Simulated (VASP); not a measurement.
# SiC (P1) in VASP: a series of runs, part 2 of 2

VASP 6.6.1. Earlier steps stand in the parts before.

### 3 Single point, PBE (the part above a cut slid along it)

INCAR reads:

```
PREC = Accurate ; ENCUT = 520
EDIFF = 1E-6 ; ISMEAR = 0
SIGMA = 0.05 ; LREAL = F
LASPH = T ; NELM = 80
ALGO = Normal ; ISIF = 2
LWAVE = F ; LCHARG = F
GGA = PE ; NBANDS = 36
```

KPOINTS reads:

```
regular mesh
0
Gamma
  6 9 3
```

POSCAR reads:

```
SiC
1.0
    4.3797281900      0.0000000000      0.0000000000
    0.0000000000      2.1898640950     -2.1898640950
    0.4379728190      6.3506058755      6.7885786945
Si C
6 6
Direct
   -0.0249983333      0.0249983333      0.2499833333
    0.4583350000      0.5416650000      0.4166500000
   -0.0583316667      0.0583316667      0.5833166667
    0.4250016667      0.5749983333      0.7499833333
   -0.0916650000      0.0916650000      0.9166500000
    0.4916683333      0.5083316667      0.0833166667
    0.7083350000      0.0416650000      0.4166500000
    0.1916683333      0.5583316667      0.5833166667
    0.6750016667      0.0749983333      0.7499833333
    0.1583350000      0.5916650000      0.9166500000
    0.7416683333      0.0083316667      0.0833166667
    0.2250016667      0.5249983333      0.2499833333
```

Potentials or basis: VASP PAW PBE potentials, release 64 (Si, C).

Command:

```
$ cat potpaw_PBE.64/Si/POTCAR potpaw_PBE.64/C/POTCAR > POTCAR
$ mpirun -np 1 vasp_std > vasp.out
```

OUTCAR:

```text
PREC = Accurate
   ENCUT = 520
   EDIFF = 1E-6
   ISMEAR = 0
   LREAL = F
   LASPH = T
   NELM = 80
   ISIF = 2
   GGA = PE

 ion  position               nearest neighbor table
   1  0.975  0.025  0.250-  11 1.90  12 1.90  12 1.90   7 1.90   6 3.10   6 3.10   6 3.10   6 3.10
                             2 3.10   2 3.10   2 3.10   2 3.10   3 3.10   5 3.14
   2  0.458  0.542  0.417-   7 1.90   7 1.90  12 1.90   8 1.90   6 3.10   4 3.10   1 3.10   3 3.10
                             1 3.10   3 3.10   1 3.10   3 3.10   3 3.10   1 3.10
   3  0.942  0.058  0.583-   9 1.90   8 1.90   8 1.90   7 1.90   4 3.10   4 3.10   5 3.10   4 3.10
                             4 3.10   2 3.10   2 3.10   2 3.10   2 3.10   1 3.10
   4  0.425  0.575  0.750-   8 1.90   9 1.90   9 1.90  10 1.90   3 3.10   3 3.10   2 3.10   3 3.10
                             3 3.10   5 3.10   5 3.10   5 3.10   5 3.10   6 3.14
   5  0.908  0.092  0.917-  11 1.71  10 1.90  10 1.90   9 1.90   6 2.65   6 2.99   3 3.10   4 3.10
                             4 3.10   4 3.10   4 3.10   1 3.14
   6  0.492  0.508  0.083-  12 1.90  11 1.90  11 1.90  10 2.20   5 2.65   5 2.99   1 3.10   1 3.10
                             2 3.10   1 3.10   1 3.10   4 3.14
   7  0.708  0.042  0.417-   2 1.90   2 1.90   3 1.90   1 1.90
   8  0.192  0.558  0.583-   4 1.90   3 1.90   3 1.90   2 1.90
   9  0.675  0.075  0.750-   3 1.90   4 1.90   4 1.90   5 1.90
  10  0.158  0.592  0.917-   5 1.90   5 1.90   4 1.90   6 2.20
  11  0.742  0.008  0.083-   5 1.71   1 1.90   6 1.90   6 1.90
  12  0.225  0.525  0.250-   6 1.90   1 1.90   1 1.90   2 1.90

  LATTYP: Found a triclinic cell.
 ALAT       =     4.3797281900
 B/A-ratio  =     1.2247448714
 C/A-ratio  =     2.1248529361
 COS(alpha) =     0.0192130139
 COS(beta)  =     0.0470620805
 COS(gamma) =     0.8164965809

  Lattice vectors:

 A1 = (   4.3797281900,   0.0000000000,   0.0000000000)
 A2 = (   4.3797281900,   2.1898640950,  -2.1898640950)
 A3 = (   0.4379728190,   6.3506058755,   6.7885786945)

Analysis of symmetry for initial positions (statically):
=====================================================================
 Subroutine PRICEL returns:
 Original cell was already a primitive cell.

[... 170 lines left out ...]
   LEPSILON=     F    determine dielectric tensor
   LRPA    =     F    only Hartree local field effects (RPA)
 non-spin polarized calculation
 Gauss-broadening in eV      SIGMA  =   0.05
  energy-cutoff  :      520.00
  volume of cell :      126.02
 maximum number of plane-waves:      3417
 NGX is ok and might be reduce to    36
   NGX = 17   NGY = 11   NGZ = 35

 number of electron      48.0000000 magnetization

 Free energy of the ion-electron system (eV)
  ---------------------------------------------------
  ext. energy  EPLUGINS =         0.00000000
  ---------------------------------------------------
  free energy    TOTEN  =       -88.73687634 eV

  energy without entropy =      -88.73687634  energy(sigma->0) =      -88.73687634

 E-fermi :   8.6423     XC(G=0): -11.2958

 val. band max:        8.3819691375   @ k =   0.0000   0.0000   0.0000
 cond. band min:       8.9402294151   @ k =   0.0000   0.4444   0.3333
 fundamental gap:      0.5582602777
 Fermi energy:         8.6423160465

 k-point     1 :       0.0000    0.0000    0.0000
  band No.  band energies     occupation
      1      -7.4386      2.00000
      2      -6.1352      2.00000
      3      -5.9184      2.00000
      4      -3.0789      2.00000
      5      -2.6895      2.00000
      6      -2.1673      2.00000
[... 925 lines left out ...]
     35      15.2383      0.00000
     36      16.0042      0.00000

 [... further k-points ...]
[... 5 lines left out ...]
  --------------------------------------------------------------------------------------
  -------------------------------------------------------------------------------------
  Total        0.4387573      5.3827693     -0.5070073     -6.3193284      2.0001883     -5.9350628
  in kB        5.5783044     68.4358422     -6.4460259    -80.3431344     25.4301394    -75.4576312
  external PRESSURE =      22.5227069 kB  Pullay stress =       0.0000000 kB

 VOLUME and BASIS-vectors are now :
 -----------------------------------------------------------------------------
  energy-cutoff  :      520.00
  volume of cell :      126.02
      direct lattice vectors                 reciprocal lattice vectors
     4.379728190  0.000000000  0.000000000     0.228324671 -0.007610822 -0.007610822
     0.000000000  2.189864095 -2.189864095     0.000000000  0.235935494 -0.220713849
     0.437972819  6.350605876  6.788578694     0.000000000  0.076108224  0.076108224

 POSITION                                       TOTAL-FORCE (eV/Angst)
 -----------------------------------------------------------------------------------
      4.37973      1.64229      1.64229         0.301564      0.154613      0.026435
      2.18986      3.83215      1.64229        -0.151493      0.119602      0.125993
      4.37973      3.83215      3.83215         0.234358      0.116060      0.118416
      2.18986      6.02202      3.83215        -0.408125      0.126019      0.338455
      4.37973      6.02202      6.02202         3.836765     -2.406007     -1.880757
      2.18986      1.64229     -0.54758        -2.675746      0.882687     -0.534111
      3.28480      2.73722      2.73722        -0.054744     -0.138992     -0.138277
      1.09493      4.92708      2.73722         0.036565     -0.179269     -0.205894
      3.28480      4.92708      4.92708         0.007966      0.038031      0.124458
      1.09493      7.11695      4.92708         2.208077     -1.075320      0.334709
      3.28480      0.54736      0.54736        -3.171903      2.340231      1.754170
      1.09493      2.73722      0.54736        -0.163283      0.022346     -0.063597
 -----------------------------------------------------------------------------------
    total drift:                                0.000689      0.000135      0.000017

  FREE ENERGIE OF THE ION-ELECTRON SYSTEM (eV)
  ---------------------------------------------------
  free  energy   TOTEN  =       -88.7368763396 eV

  energy  without entropy=      -88.7368763396  energy(sigma->0) =      -88.73687634
```

Run time: 11 min. Hardware: 1 thread of Oxide Virtual Turin-like, shared host; peak memory 0.36 GiB.

Results:

| Quantity | Value |
| --- | --- |
| Free energy | -88.7369 eV |
| Pressure | 2.3 GPa |
| Largest force | 4.904 eV/Å |
| Band gap on the k mesh | 0.56 eV (least direct gap 0.97 eV) |

Forces on the atoms (eV/Å):
```
Si   0.302  0.155  0.026
Si  -0.151  0.120  0.126
Si   0.234  0.116  0.118
Si  -0.408  0.126  0.338
Si   3.837 -2.406 -1.881
Si  -2.676  0.883 -0.534
C   -0.055 -0.139 -0.138
C    0.037 -0.179 -0.206
C    0.008  0.038  0.124
C    2.208 -1.075  0.335
C   -3.172  2.340  1.754
C   -0.163  0.022 -0.064
```

Levels at points of the mesh, in eV from the valence-band top:
```
           k point  band 22  band 23  band 24  band 25  band 26  band 27
(0.00, 0.00, 0.00)    -0.54    -0.45     0.00     0.97     3.16     3.29
(0.50, 0.00, 0.00)    -1.49    -1.47    -0.72     3.19     3.66     3.85
```

Caveat: the cell differs from its parent crystal (the part above a cut slid along it); the stress differs along the axes, from -1 to 7 GPa; semilocal functionals underestimate gaps, and a narrow one can read as zero; forces of over 1 eV/Å act on the atoms, so gaps and moduli don't describe the material at rest. A k mesh can miss the band edges.
